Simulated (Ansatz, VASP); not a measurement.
# HfO2: VASP beside Ansatz

```
Hf O
1.0
     0.00959    2.55750    2.55750
     2.55750    0.00959    2.55750
     2.56709    2.56709    0.00000
Hf O
1 2
Direct
  0.00000 0.00000 0.00000
  0.25000 0.25000 0.25000
  0.75000 0.75000 0.75000
```

Change from the starting cell: strain +0.0075 x Voigt [0, 0, 0, 0, 0, 1], atoms carried along.

Alike in both runs: task single point; functional PBE; k mesh 8 × 8 × 8; occupations gaussian, width 0.05 eV; no spin polarisation.

|  | VASP | Ansatz |
| --- | --- | --- |
| version | VASP 6.6.1 | Ansatz 0.2.0 |
| potentials or method | VASP PAW PBE potentials, release 64 (Hf_pv, O), cutoff 520 eV | scalar-relativistic, plane waves, PAW |
| valence electrons in the cell | 22 | 38 |

Ansatz gave:

| Item | Value |
| --- | --- |
| gap on the k mesh at the Fermi level (eV) | 3.72 |
| least direct gap on the mesh (eV) | 3.72 |
| pressure (GPa) | -2.4 |
| traceless stress, the component that is largest in VASP (GPa) | -0.62 |
| rms of the force components (eV/Å) | 0.022 |

Question: Which values does VASP return?

Answer: gap on the k mesh at the Fermi level (eV): 3.73; least direct gap on the mesh (eV): 3.73; pressure (GPa): -6.0; traceless stress, the component that is largest in VASP (GPa): -0.59; rms of the force components (eV/Å): 0.020.

Atom by atom the forces differ by 0.002 eV/Å (rms over components). VASP's potentials hold 22 valence electrons a cell and Ansatz's 38, so a difference there can come from the potentials and not from the codes.

Spin-orbit coupling is off throughout.
